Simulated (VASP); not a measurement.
InSe, 2 atoms in the cell. The typed cell holds 2 atoms: a = 3.632 Å, b = 3.632 Å, c = 3.632 Å, α = 90.00°, β = 90.00°, γ = 90.00°. 

```yaml
Program: VASP 6.6.1
Task: single point
Functional: PBEsol
Potentials_or_basis: VASP PAW PBE potentials, release 64 (In_d, Se)
Cutoff: 520 eV
k_mesh: 10 × 10 × 10
Occupations: gaussian, width 0.05 eV
Spin: no spin polarisation
Dipole_correction: no
Further_INCAR_settings: ALGO = Normal; EDIFF = 1e-06; NBANDS = 16
```

Potentials or basis: VASP PAW PBE potentials, release 64 (In_d, Se).

Command:

```console
$ cat potpaw_PBE.64/In_d/POTCAR potpaw_PBE.64/Se/POTCAR > POTCAR
$ mpirun -np 1 vasp_std > vasp.out
```

Hardware: 1 thread of Intel Xeon 8259CL, with other jobs on the host.

Question: How long does it take, and how much memory?

Answer: It took 6.2 min on 1 thread of Intel Xeon 8259CL (shared host), peak memory 0.49 GiB. Counts: scf iterations 12, k points 504.
